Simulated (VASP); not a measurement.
# Ag (Fm-3m) in VASP: notebook

Runs on Ag. Level: LDA. Tasks: relaxation of cell and atoms.

Everything below comes from runs of VASP 6.6.1. Logs are shortened: lines on timing, memory, paths and dates and some standing lists are left out, and cuts for length are marked.

## Step 1: The cell of the first run

Symmetry: Fm-3m, No. 225, cubic system. Conventional cell: a = 4.001 Å, b = 4.001 Å, c = 4.001 Å, α = 90.00°, β = 90.00°, γ = 90.00°. Within 3.7 Å of Ag (site symmetry m-3m) lie 12 Ag at 2.83 Å.

## Step 2: Relaxation of cell and atoms, LDA

File INCAR:

```
  PREC = Accurate
  ENCUT = 600
  EDIFF = 1E-6
  ISMEAR = -1
  SIGMA = 0.15
  LREAL = False
  LASPH = True
  NELM = 100
  ALGO = Normal
  ISIF = 3
  LWAVE = False
  LCHARG = False
  IBRION = 2
  NSW = 80
  EDIFFG = -0.001
```

File KPOINTS:

```
Automatic mesh
0
Gamma
  26 26 26
```

File POSCAR:

```
Ag
1.0
    0.0000000000      2.0007354655      2.0007354655
    2.0007354655      0.0000000000      2.0007354655
    2.0007354655      2.0007354655      0.0000000000
Ag
1
Direct
    0.0000000000      0.0000000000      0.0000000000
```

Potentials or basis: VASP PAW LDA potentials, release 64 (Ag).

On the command line:

```bash
> cat potpaw_LDA.64/Ag/POTCAR > POTCAR
> mpirun -np 1 vasp_std > vasp.out
```

OUTCAR:

```text
PREC = Accurate
   ENCUT = 600
   EDIFF = 1E-6
   ISMEAR = -1
   LREAL = False
   LASPH = True
   NELM = 100
   ISIF = 3
   IBRION = 2
   NSW = 80
   EDIFFG = -0.001

 ion  position               nearest neighbor table
   1  0.000  0.000  0.000-

  LATTYP: Found a face centered cubic cell.
 ALAT       =     4.0014709310

  Lattice vectors:

 A1 = (   0.0000000000,   2.0007354655,   2.0007354655)
 A2 = (   2.0007354655,   0.0000000000,   2.0007354655)
 A3 = (   2.0007354655,   2.0007354655,   0.0000000000)

Analysis of symmetry for initial positions (statically):
=====================================================================
 Subroutine PRICEL returns:
 Original cell was already a primitive cell.

 Routine SETGRP: Setting up the symmetry group for a
 face centered cubic supercell.

 Subroutine GETGRP returns: Found 48 space group operations
 (whereof 48 operations were pure point group operations)
 out of a pool of 48 trial point group operations.

The static configuration has the point symmetry O_h .

Analysis of symmetry for dynamics (positions and initial velocities):
=====================================================================
 Subroutine PRICEL returns:
 Original cell was already a primitive cell.

 Routine SETGRP: Setting up the symmetry group for a
 face centered cubic supercell.

 Subroutine GETGRP returns: Found 48 space group operations
 (whereof 48 operations were pure point group operations)
 out of a pool of 48 trial point group operations.

The dynamic configuration has the point symmetry O_h .

 Subroutine INISYM returns: Found 48 space group operations
 (whereof 48 operations are pure point group operations),
 and found     1 'primitive' translations

----------------------------------------------------------------------------------------

                                     Primitive cell

  volume of cell :      16.0177

  direct lattice vectors                    reciprocal lattice vectors
     0.000000000  2.000735466  2.000735466    -0.249908101  0.249908101  0.249908101
     2.000735466  0.000000000  2.000735466     0.249908101 -0.249908101  0.249908101
     2.000735466  2.000735466  0.000000000     0.249908101  0.249908101 -0.249908101

  length of vectors
     2.829467230  2.829467230  2.829467230     0.432853527  0.432853527  0.432853527

  position of ions in fractional coordinates (direct lattice)
     0.000000000  0.000000000  0.000000000

  ion indices of the primitive-cell ions
   primitive index   ion index
                 1           1

----------------------------------------------------------------------------------------

 KPOINTS: Automatic mesh

Automatic generation of k-mesh.
 Grid dimensions read from file:
 generate k-points for:   26   26   26

 Generating k-lattice:

  Cartesian coordinates                     Fractional coordinates (reciprocal lattice)
    -0.009611850  0.009611850  0.009611850     0.038461538  0.000000000  0.000000000
     0.009611850 -0.009611850  0.009611850     0.000000000  0.038461538  0.000000000
     0.009611850  0.009611850 -0.009611850     0.000000000  0.000000000  0.038461538

  Length of vectors
     0.016648213  0.016648213  0.016648213

  Shift w.r.t. Gamma in fractional coordinates (k-lattice)
     0.000000000  0.000000000  0.000000000

 Subroutine IBZKPT returns following result:
 ===========================================

 Found    511 irreducible k-points:

 Following reciprocal coordinates:
            Coordinates               Weight
  0.000000  0.000000  0.000000      1.000000
  0.038462  0.000000  0.000000      8.000000
  0.076923  0.000000  0.000000      8.000000
  0.115385  0.000000  0.000000      8.000000
  0.153846  0.000000  0.000000      8.000000
  0.192308  0.000000  0.000000      8.000000
[... 16 lines left out ...]
  0.346154  0.038462  0.000000     24.000000
  0.384615  0.038462  0.000000     24.000000
 [... further k-points ...]
   k-points           NKPTS =    511   k-points in BZ     NKDIM =    511   number of bands    NBANDS=      9
   number of dos      NEDOS =    301   number of ions     NIONS =      1
   total plane-waves  NPLWV =  13824
   dimension x,y,z NGX =    24 NGY =   24 NGZ =   24
   dimension x,y,z NGXF=    48 NGYF=   48 NGZF=   48
   ions per type =               1
   NGX,Y,Z   is equivalent  to a cutoff of  14.10, 14.10, 14.10 a.u.
   NGXF,Y,Z  is equivalent  to a cutoff of  28.20, 28.20, 28.20 a.u.
 SYSTEM =  unknown system
   PREC   = accura    normal or accurate (medium, high low for compatibility)
   ISTART =      0    job   : 0-new  1-cont  2-samecut
   ICHARG =      2    charge: 1-file 2-atom 10-const
   ISPIN  =      1    spin polarized calculation?
   LNONCOLLINEAR =      F non collinear calculations
   LSORBIT =      F    spin-orbit coupling
   LASPH  =      T    aspherical Exc in radial PAW
   ENCUT  =  600.0 eV  44.10 Ry    6.64 a.u.   5.65  5.65  5.65*2*pi/ulx,y,z
   NELM   =    100;   NELMIN=  2; NELMDL= -5     # of ELM steps
   EDIFF  = 0.1E-05   stopping-criterion for ELM
   LREAL  =      F    real-space projection
   EDIFFG = -.1E-02   stopping-criterion for IOM
   NSW    =     80    number of steps for IOM
   IBRION =      2    ionic relax: 0-MD 1-quasi-New 2-CG
   NFREE  =      1    steps in history (QN), initial steepest desc. (CG)
   ISIF   =      3    stress and relaxation
   ISYM   =      2    0-nonsym 1-usesym 2-fastsym
   POTIM  = 0.5000    time-step for ionic-motion
   TEBEG  =    0.0;   TEEND  =   0.0 temperature during run
   PSTRESS=    0.0 pullay stress
   NELECT =      11.0000    total number of electrons
   NUPDOWN=      -1.0000    fix difference up-down
   EMIN   =  10.00;   EMAX   =-10.00  energy-range for DOS
   EFERMI =   0.00;   METHOD = LEGACY
   ISMEAR =    -1;   SIGMA  =   0.15  broadening in eV -4-tet -1-fermi 0-gaus
   EFERMI_NEDOS =   21; number of points for ismear=-14 and -15
   IALGO  =     38    algorithm
   IMIX   =      4    mixing-type and parameters
     AMIX     =   0.40;   BMIX     =  1.00
     AMIX_MAG =   1.60;   BMIX_MAG =  1.00
  volume/ion in A,a.u.               =      16.02       108.09
  Fermi-wavevector in a.u.,A,eV,Ry     =   1.444351  2.729427 28.383788  2.086150
  Thomas-Fermi vector in A             =   2.562656
   LORBIT       =      0    0 simple, 1 ext, 2 COOP (PROOUT), +10 PAW based schemes
   GGA     = CA    functional components
   LHFCALC =     F    Hartree Fock is set to
   AEXX    =    0.0000 exact exchange contribution
   IVDW    =     0    specifies the selected vdW correction
   LEPSILON=     F    determine dielectric tensor
   LRPA    =     F    only Hartree local field effects (RPA)
 conjugate gradient relaxation of ions
 non-spin polarized calculation
  energy-cutoff  :      600.00
  volume of cell :       16.02
 maximum number of plane-waves:       548
   NGX = 11   NGY = 11   NGZ = 11

--------------------------------------- Ionic step        1  -------------------------------------------

 number of electron      11.0000002 magnetization

 Free energy of the ion-electron system (eV)
  ---------------------------------------------------
  ext. energy  EPLUGINS =         0.00000000
  ---------------------------------------------------
  free energy    TOTEN  =        -3.79167468 eV

  energy without entropy =       -3.77357394  energy(sigma->0) =       -3.78262431

------------------------ aborting loop because EDIFF is reached ----------------------------------------

  FORCE on cell =-STRESS in cart. coord.  units (eV):
  Direction    XX          YY          ZZ          XY          YZ          ZX
  --------------------------------------------------------------------------------------
  -------------------------------------------------------------------------------------
  Total        0.0112994      0.0112994      0.0112994      0.0000000      0.0000000     -0.0000000
  in kB        1.1302282      1.1302282      1.1302282      0.0000000      0.0000000     -0.0000000
  external PRESSURE =       1.1302282 kB  Pullay stress =       0.0000000 kB
[... 160 lines left out ...]
  energy  without entropy=       -3.7735676045  energy(sigma->0) =       -3.78262356

--------------------------------------- Ionic step        6  -------------------------------------------

 number of electron      11.0000002 magnetization

 Free energy of the ion-electron system (eV)
  ---------------------------------------------------
  ext. energy  EPLUGINS =         0.00000000
  ---------------------------------------------------
  free energy    TOTEN  =        -3.79167952 eV

  energy without entropy =       -3.77356707  energy(sigma->0) =       -3.78262330

 E-fermi :   9.0868     XC(G=0): -12.9499

 val. band max:        9.0773839952   @ k =   0.5000   0.2308   0.0769
 cond. band min:       9.0981695940   @ k =   0.4615   0.3846   0.0385
 fundamental gap:      0.0207855988
 Fermi energy:         9.0868008042

 k-point     1 :       0.0000    0.0000    0.0000
  band No.  band energies     occupation
      1       0.7515      2.00000
      2       4.0347      2.00000
      3       4.0347      2.00000
      4       4.0347      2.00000
      5       5.2100      2.00000
      6       5.2100      2.00000
      7      25.1802      0.00000
      8      29.0540      0.00000
      9      29.0540      0.00000
[... 265 lines left out ...]
 k-point    24 :       0.3846    0.0385    0.0000
  band No.  band energies     occupation
      1       2.3620      2.00000
      2       4.0830      2.00000
      3       4.1374      2.00000
      4       5.5213      2.00000
      5       5.9084      2.00000
      6       6.5427      2.00000
      7      16.0111      0.00000
      8      24.9127      0.00000
      9      27.4760      0.00000

 [... further k-points ...]
[... 5 lines left out ...]
  --------------------------------------------------------------------------------------
  -------------------------------------------------------------------------------------
  Total        0.0008962      0.0008962      0.0008962     -0.0000000      0.0000000     -0.0000000
  in kB        0.0895728      0.0895728      0.0895728     -0.0000000      0.0000000     -0.0000000
  external PRESSURE =       0.0895728 kB  Pullay stress =       0.0000000 kB
[... 16 lines left out ...]
  FREE ENERGIE OF THE ION-ELECTRON SYSTEM (eV)
  ---------------------------------------------------
  free  energy   TOTEN  =        -3.7916795227 eV

  energy  without entropy=       -3.7735670740  energy(sigma->0) =       -3.78262330

 reached required accuracy - stopping structural energy minimisation
```

Wall time 92 s (1 thread of Intel Xeon Platinum 8259CL at 2.50GHz (Skylake/Cascade Lake), shared host); peak memory 0.22 GiB.

What came out:

```
Free energy                           : -3.7917 eV
Relaxed volume                        : 16.03 Å³/atom
Relaxed cell                          : a = 2.830 Å, b = 2.830 Å, c = 2.830 Å, α = 60.00°, β = 60.00°, γ = 60.00°
Space group after relaxing (to 0.1 Å) : Fm-3m (No. 225)
Energy gained by relaxing             : 0.0 meV/atom
Ionic steps                           : 6
Pressure after relaxing               : 0.0 GPa
Band gap on the k mesh                : zero (an odd number of electrons rules out a gap without spin polarisation)
```

Final structure:
```cif
data_structure
_symmetry_space_group_name_H-M 'P 1'
_symmetry_Int_Tables_number 1
_cell_length_a 2.8303
_cell_length_b 2.8303
_cell_length_c 2.8303
_cell_angle_alpha 60.000
_cell_angle_beta 60.000
_cell_angle_gamma 60.000
_cell_volume 16.03
loop_
_atom_site_label
_atom_site_type_symbol
_atom_site_fract_x
_atom_site_fract_y
_atom_site_fract_z
_atom_site_occupancy
Ag1 Ag 0.00000 0.00000 0.00000 1
```

## Step 3: Relaxation of cell and atoms, LDA

This run uses another cell than the first one, of 16.11 Å³/atom.

File INCAR:

```
SYSTEM = Ag
ALGO = Normal
EDIFF = 1E-7
EDIFFG = -0.002
ENCUT = 600
IBRION = 2
ISIF = 3
ISMEAR = 0
LASPH = .True.
LCHARG = .False.
LREAL = .False.
LWAVE = .False.
NELM = 80
NSW = 100
PREC = Accurate
SIGMA = 0.1
```

File KPOINTS:

```
k-points
0
Gamma
  26 26 26
  0 0 0
```

File POSCAR:

```
Ag
1.0
    0.0000000000      2.0046159250      2.0046159250
    2.0046159250      0.0000000000      2.0046159250
    2.0046159250      2.0046159250      0.0000000000
Ag
1
Direct
    0.0000000000      0.0000000000      0.0000000000
```

Potentials or basis: VASP PAW LDA potentials, release 64 (Ag).

On the command line:

```bash
> cat potpaw_LDA.64/Ag/POTCAR > POTCAR
> mpirun -np 1 vasp_std > vasp.out
```

It took 2.4 min on 1 thread of Intel Xeon Platinum 8259CL at 2.50GHz (Skylake/Cascade Lake), shared host; peak memory 0.22 GiB.

The run converged. Its results:

```yaml
Free_energy: -3.7839 eV
Relaxed_volume: 16.03 Å³/atom
Relaxed_cell: a = 2.830 Å, b = 2.830 Å, c = 2.830 Å, α = 60.00°, β = 60.00°, γ = 60.00°
Space_group_after_relaxing_to_0.1_Å: Fm-3m (No. 225)
Energy_gained_by_relaxing: 0.2 meV/atom
Ionic_steps: 12
Pressure_after_relaxing: 0.0 GPa
Band_gap_on_the_k_mesh: zero (an odd number of electrons rules out a gap without spin polarisation)
```

The path:
| step | energy change (eV) | largest force (eV/Å) | pressure (GPa) | volume (Å³) |
| --- | --- | --- | --- | --- |
| 1 | 0.0000 | 0.0000 | -0.74 | 16.11 |
| 2 | 0.0000 | 0.0000 | 0.77 | 15.94 |
| 3 | -0.0002 | 0.0000 | 0.03 | 16.03 |
| 4 | -0.0002 | 0.0000 | -0.02 | 16.03 |
| 5 | -0.0002 | 0.0000 | -0.03 | 16.03 |
| 6 | -0.0002 | 0.0000 | -0.02 | 16.03 |
| 7 | -0.0002 | 0.0000 | -0.02 | 16.03 |
| 8 | -0.0002 | 0.0000 | -0.02 | 16.03 |
| 9 | -0.0002 | 0.0000 | -0.02 | 16.03 |
| 10 | -0.0002 | 0.0000 | -0.02 | 16.03 |
| 11 | -0.0002 | 0.0000 | -0.02 | 16.03 |
| 12 | -0.0002 | 0.0000 | -0.01 | 16.03 |

Final structure:
```
Ag
1.0
     0.00000    2.00111    2.00111
     2.00111    0.00000    2.00111
     2.00111    2.00111    0.00000
Ag
1
Direct
  0.00000 0.00000 0.00000
```

Levels at points of the mesh, in eV from the Fermi level:
```
           k point  band 3  band 4  band 5  band 6  band 7  band 8  band 9
(0.00, 0.00, 0.00)   -5.06   -5.06   -3.89   -3.89   16.08   19.96   19.96
(0.50, 0.00, 0.00)   -5.09   -2.99   -2.99   -0.66    3.88   15.35   18.31
(0.50, 0.50, 0.00)   -3.02   -2.76   -2.76    1.43    7.16   10.82   10.82
```

LDA usually gives volumes a few per cent too small. Zero-point motion and thermal expansion aren't in these numbers.

The gap in the log of VASP goes by the Fermi energy; the results here count the filled bands.